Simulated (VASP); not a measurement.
A run of VASP 6.6.1 is set up as follows.

Contents of INCAR:

```
PREC = Accurate ; ENCUT = 520
EDIFF = 1E-6 ; ISMEAR = -1
SIGMA = 0.06122561905347299 ; LREAL = False
LASPH = True ; NELM = 100
ALGO = Normal ; ISIF = 2
LWAVE = False ; LCHARG = False
GGA = PE ; NBANDS = 12
```

File KPOINTS:

```
Automatic mesh
0
Gamma
  15 15 15
```

Contents of POSCAR:

```
Nb
1.0
    0.0000000000      2.0660395230      2.0660395230
    2.0660395230      0.0000000000      2.0660395230
    2.0660395230      2.0660395230      0.0000000000
Nb
1
Direct
    0.0000000000      0.0000000000      0.0000000000
```

Potentials or basis: VASP PAW PBE potentials, release 64 (Nb_sv).

Run with:

```bash
$ cat potpaw_PBE.64/Nb_sv/POTCAR > POTCAR
$ mpirun -np 1 vasp_std > vasp.out
```

(1) Estimate the pressure.

Answers

(1) 10.9 GPa.
